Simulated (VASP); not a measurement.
# Pb (P6_3/mmc) in VASP: single point with LDA

Aim: the single point of Pb with LDA.

All numbers are computed with VASP 6.6.1; they aren't measurements. Logs are shortened: lines on timing, memory, paths and dates and some standing lists are left out, and cuts for length are marked.

### Step 1. The cell of the first run

It takes space group P6_3/mmc (No. 194, hexagonal). Conventional cell: a = 3.524 Å, b = 3.524 Å, c = 11.495 Å, α = 90.00°, β = 90.00°, γ = 120.00°. Within 4.6 Å of Pb (site symmetry -3m) lie 12 Pb at 3.52 Å. Pb (site symmetry -6m2) has 12 Pb at 3.52 Å within 4.6 Å.

This isn't the form of Pb at room conditions, which is fcc.

### Step 2. Single point, LDA

The input, POSCAR:

```
Pb
1.0
    3.5243660000      0.0000000000      0.0000000000
   -1.7621830000      3.0521910000      0.0000000000
    0.0000000000      0.0000000000     11.4952420000
Pb
4
Direct
    0.0000000000      0.0000000000      0.0000000000
    0.3333333333      0.6666666667      0.2500000000
    0.0000000000      0.0000000000      0.5000000000
    0.6666666667      0.3333333333      0.7500000000
```

The input, INCAR.step1:

```
PREC = Accurate ; ENCUT = 400
EDIFF = 1E-6 ; ISMEAR = 0
SIGMA = 0.1 ; LREAL = F
LASPH = T ; NELM = 120
ALGO = Normal ; ISIF = 2
LWAVE = F ; LCHARG = T
GGA = CA ; NBANDS = 36
GGA_COMPAT = F ; NEDOS = 2001
LORBIT = 11
```

The input, KPOINTS.step1:

```
Automatic mesh
0
Gamma
  7 7 2
```

The input, INCAR.step2:

```
PREC = Accurate ; ENCUT = 400
EDIFF = 1E-6 ; ISMEAR = -5
SIGMA = 0.1 ; LREAL = F
LASPH = T ; NELM = 120
ALGO = Normal ; ISIF = 2
LWAVE = F ; LCHARG = F
GGA = CA ; LORBIT = 11
NBANDS = 36 ; NEDOS = 1001
ICHARG = 11 ; GGA_COMPAT = F
```

The input, KPOINTS.step2:

```
Automatic mesh
0
Gamma
  11 11 3
```

Potentials or basis: VASP PAW LDA potentials, release 64 (Pb_d).

Run with:

```sh
cat potpaw_LDA.64/Pb_d/POTCAR > POTCAR
cp INCAR.step1 INCAR
cp KPOINTS.step1 KPOINTS
mpirun -np 1 vasp_std > vasp.out
cp INCAR.step2 INCAR
cp KPOINTS.step2 KPOINTS
mpirun -np 1 vasp_std > vasp.out
```

OUTCAR:

```text
PREC = Accurate
   ENCUT = 400
   EDIFF = 1E-6
   ISMEAR = -5
   LREAL = F
   LASPH = T
   NELM = 120
   ISIF = 2
   GGA = CA
   LORBIT = 11
   ICHARG = 11

 ion  position               nearest neighbor table
   1  0.000  0.000  0.000-   2 3.52   4 3.52   4 3.52   2 3.52   4 3.52   2 3.52
   2  0.333  0.667  0.250-   1 3.52   3 3.52   1 3.52   3 3.52   1 3.52   3 3.52
   3  0.000  0.000  0.500-   2 3.52   4 3.52   4 3.52   2 3.52   4 3.52   2 3.52
   4  0.667  0.333  0.750-   1 3.52   3 3.52   1 3.52   3 3.52   1 3.52   3 3.52

  LATTYP: Found a hexagonal cell.
 ALAT       =     3.5243660000
 C/A-ratio  =     3.2616481943

  Lattice vectors:

 A1 = (   3.5243660000,   0.0000000000,   0.0000000000)
 A2 = (  -1.7621830000,   3.0521910000,   0.0000000000)
 A3 = (   0.0000000000,   0.0000000000,  11.4952420000)

Analysis of symmetry for initial positions (statically):
=====================================================================
 Subroutine PRICEL returns:
 Original cell was already a primitive cell.

 Routine SETGRP: Setting up the symmetry group for a
 hexagonal supercell.

 Subroutine GETGRP returns: Found 24 space group operations
 (whereof 12 operations were pure point group operations)
 out of a pool of 24 trial point group operations.

The static configuration has the point symmetry D_3d.
 The point group associated with its full space group is D_6h.

Analysis of symmetry for dynamics (positions and initial velocities):
=====================================================================
 Subroutine PRICEL returns:
 Original cell was already a primitive cell.

 Routine SETGRP: Setting up the symmetry group for a
 hexagonal supercell.

 Subroutine GETGRP returns: Found 24 space group operations
 (whereof 12 operations were pure point group operations)
 out of a pool of 24 trial point group operations.

The dynamic configuration has the point symmetry D_3d.
 The point group associated with its full space group is D_6h.

 Subroutine INISYM returns: Found 24 space group operations
 (whereof 12 operations are pure point group operations),
 and found     1 'primitive' translations

----------------------------------------------------------------------------------------

                                     Primitive cell

  volume of cell :     123.6548

  direct lattice vectors                    reciprocal lattice vectors
     3.524366000  0.000000000  0.000000000     0.283738976  0.163816747  0.000000000
    -1.762183000  3.052191000  0.000000000     0.000000000  0.327633493  0.000000000
     0.000000000  0.000000000 11.495242000     0.000000000  0.000000000  0.086992514
[... 96 lines left out ...]
   ISIF   =      2    stress and relaxation
   ISYM   =      2    0-nonsym 1-usesym 2-fastsym
   POTIM  = 0.5000    time-step for ionic-motion
   TEBEG  =    0.0;   TEEND  =   0.0 temperature during run
   PSTRESS=    0.0 pullay stress
   NELECT =      56.0000    total number of electrons
   NUPDOWN=      -1.0000    fix difference up-down
   EMIN   =  10.00;   EMAX   =-10.00  energy-range for DOS
   EFERMI =   0.00;   METHOD = LEGACY
   ISMEAR =    -5;   SIGMA  =   0.10  broadening in eV -4-tet -1-fermi 0-gaus
   EFERMI_NEDOS =   21; number of points for ismear=-14 and -15
   IALGO  =     38    algorithm
   IMIX   =      4    mixing-type and parameters
     AMIX     =   0.40;   BMIX     =  1.00
     AMIX_MAG =   1.60;   BMIX_MAG =  1.00
  volume/ion in A,a.u.               =      30.91       208.62
  Fermi-wavevector in a.u.,A,eV,Ry     =   1.257189  2.375743 21.504336  1.580524
  Thomas-Fermi vector in A             =   2.390860
   LORBIT       =     11    0 simple, 1 ext, 2 COOP (PROOUT), +10 PAW based schemes
   GGA     = CA    functional components
   LHFCALC =     F    Hartree Fock is set to
   AEXX    =    0.0000 exact exchange contribution
   IVDW    =     0    specifies the selected vdW correction
   LEPSILON=     F    determine dielectric tensor
   LRPA    =     F    only Hartree local field effects (RPA)
 non-spin polarized calculation
 Fermi weights with tetrahedron method with Bloechl corrections
  energy-cutoff  :      400.00
  volume of cell :      123.65
 maximum number of plane-waves:      2260
 NGX is ok and might be reduce to    24

 number of electron      56.0000043 magnetization

 Free energy of the ion-electron system (eV)
  ---------------------------------------------------
  ext. energy  EPLUGINS =         0.00000000
  ---------------------------------------------------
  free energy    TOTEN  =       -16.91675164 eV

  energy without entropy =      -16.91675164  energy(sigma->0) =      -16.91675164

 E-fermi :   6.7899     XC(G=0): -10.3640

 val. band max:        6.9041520819   @ k =   0.1818   0.0909   0.0000
 cond. band min:       6.7171381352   @ k =   0.2727  -0.0000   0.0000
 fundamental gap:     -0.1870139467
 Fermi energy:         6.7899324165

 k-point     1 :       0.0000    0.0000    0.0000
  band No.  band energies     occupation
      1     -10.2420      2.00000
      2     -10.2316      2.00000
      3     -10.2093      2.00000
      4     -10.2093      2.00000
      5     -10.2004      2.00000
      6     -10.1986      2.00000
[... 925 lines left out ...]
     35      12.0391      0.00000
     36      12.8569      0.00000

 [... further k-points ...]
[... 5 lines left out ...]
  --------------------------------------------------------------------------------------
  -------------------------------------------------------------------------------------
  Total       -2.1066137     -2.1066144     -2.8164673      0.0000000      0.0000000      0.0000000
  in kB      -27.2950975    -27.2951067    -36.4925709      0.0000000      0.0000000      0.0000000
  external PRESSURE =     -30.3609250 kB  Pullay stress =       0.0000000 kB

 VOLUME and BASIS-vectors are now :
 -----------------------------------------------------------------------------
  energy-cutoff  :      400.00
  volume of cell :      123.65
      direct lattice vectors                 reciprocal lattice vectors
     3.524366000  0.000000000  0.000000000     0.283738976  0.163816747  0.000000000
    -1.762183000  3.052191000  0.000000000     0.000000000  0.327633493  0.000000000
     0.000000000  0.000000000 11.495242000     0.000000000  0.000000000  0.086992514

 POSITION                                       TOTAL-FORCE (eV/Angst)
 -----------------------------------------------------------------------------------
      0.00000      0.00000      0.00000         0.000000      0.000000      0.000000
     -0.00000      2.03479      2.87381         0.000000      0.000000      0.000000
      0.00000      0.00000      5.74762         0.000000      0.000000      0.000000
      1.76218      1.01740      8.62143        -0.000000      0.000000     -0.000000
 -----------------------------------------------------------------------------------
    total drift:                                0.000000      0.000000     -0.000000

  FREE ENERGIE OF THE ION-ELECTRON SYSTEM (eV)
  ---------------------------------------------------
  free  energy   TOTEN  =       -16.9167516414 eV

  energy  without entropy=      -16.9167516414  energy(sigma->0) =      -16.91675164

 total charge

# of ion       s       p       d       tot
------------------------------------------
    1        1.400   0.751   9.805  11.956
    2        1.404   0.736   9.804  11.943
    3        1.400   0.751   9.805  11.956
    4        1.404   0.736   9.804  11.943
--------------------------------------------------
tot          5.608   2.973  39.219  47.800
```

Run time: 1.8 min. Hardware: 1 thread of Intel Xeon 8259CL, shared host; peak memory 0.17 GiB.

What came out:

```
Valence electrons inside the program's atomic spheres : Pb 11.96, 11.94 (each value once)
```

Caveat: spin-orbit coupling is left out, which moves the levels of the heavy elements.
